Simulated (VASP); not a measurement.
Input of a VASP 6.6.1 run:

File INCAR:

```
SYSTEM = Al4GaRu2
  PREC = Accurate
  ENCUT = 600
  EDIFF = 1E-6
  ISMEAR = 0
  SIGMA = 0.2
  LREAL = .FALSE.
  LASPH = .TRUE.
  NELM = 100
  ALGO = Normal
  ISIF = 3
  LWAVE = .FALSE.
  LCHARG = .FALSE.
  GGA = PE
  IBRION = 2
  NSW = 36
  EDIFFG = -0.08
```

The input KPOINTS:

```
Automatic mesh
0
G
  3 3 4
  0 0 0
```

The input POSCAR:

```
Al4GaRu2
1.0
    3.2050000000     -3.8250000000      0.0000000000
    3.2050000000      3.8250000000      0.0000000000
    0.0000000000      0.0000000000      4.2200000000
Al Ga Ru
4 1 2
Direct
    0.3353000000      0.9581000000      0.2500000000
    0.6647000000      0.0419000000      0.7500000000
    0.0419000000      0.6647000000      0.7500000000
    0.9581000000      0.3353000000      0.2500000000
    0.5000000000      0.5000000000      0.0000000000
    0.8277000000      0.8277000000      0.2500000000
    0.1723000000      0.1723000000      0.7500000000
```

Potentials or basis: VASP PAW PBE potentials, release 64 (Al, Ga_d, Ru_pv).

Run with:

```console
$ cat potpaw_PBE.64/Al/POTCAR potpaw_PBE.64/Ga_d/POTCAR potpaw_PBE.64/Ru_pv/POTCAR > POTCAR
$ mpirun -np 1 vasp_std > vasp.out
```

Question: What does it give for the band gap on the k mesh?

Answer: Zero (an odd number of electrons rules out a gap without spin polarisation).

Question: Predict the space group after relaxing (to 0.1 Å).

Answer: C2/m (No. 12).

Stress tensor (GPa, compression positive):
```
 0.06  0.00  0.01
 0.00 -0.41  0.00
 0.01  0.00 -0.15
```

Caveat: the k points lie up to 0.42 Å⁻¹ apart in the final cell, too coarse for converged energies and pressures of a metal.
